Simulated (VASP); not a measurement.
Write the native input for VASP 6.6.1 that does the following.

```
Task                   : single point
Functional             : PBE
Potentials or basis    : VASP PAW PBE potentials, release 64 (In_d, P)
Cutoff                 : 520 eV
k mesh                 : 12 × 12 × 8
Occupations            : gaussian, width 0.1 eV
Spin                   : no spin polarisation
Dipole correction      : no
Further INCAR settings : ALGO = Normal; EDIFF = 1e-06; NBANDS = 26
```

The structure of InP lies in POSCAR:

```
InP
1.0
    2.9471909578     -3.0464988359      0.0000000000
    2.9471909578      3.0464988359      0.0000000000
    0.0000000000      0.0000000000      5.5330798243
In P
2 2
Direct
    0.2557687127      0.7442312873      0.5000000000
    0.7442312873      0.2557687127      0.5000000000
    0.8294225058      0.1705774942      0.0000000000
    0.1705774942      0.8294225058      0.0000000000
```

The cell was generated, and may not be a known phase.

These files were run (other wordings do the same):

INCAR

```
PREC = Accurate
ENCUT = 520
EDIFF = 1E-6
ISMEAR = 0
SIGMA = 0.1
LREAL = F
LASPH = T
NELM = 60
ALGO = Normal
ISIF = 2
LWAVE = F
LCHARG = T
GGA = PE
LELF = T
LVHAR = T
NBANDS = 26
```

KPOINTS

```
regular mesh
0
Gamma
  12 12 8
```

Potentials or basis: VASP PAW PBE potentials, release 64 (In_d, P).

Run with:

```bash
$ cat potpaw_PBE.64/In_d/POTCAR potpaw_PBE.64/P/POTCAR > POTCAR
$ mpirun -np 1 vasp_std > vasp.out
```

It gave:

```yaml
Pressure: -0.1 GPa
Largest_force: 0.053 eV/Å
Band_gap_on_the_k_mesh: zero (bands 18 and 19 overlap by 2.32 eV)
```

Caveat: spin-orbit coupling is left out, which moves the levels of the heavy elements.

Wall time 2.8 min on 1 thread of Intel(R) Xeon(R) 6975P-C (Granite Rapids), with other jobs on the host, peak memory 0.53 GiB.
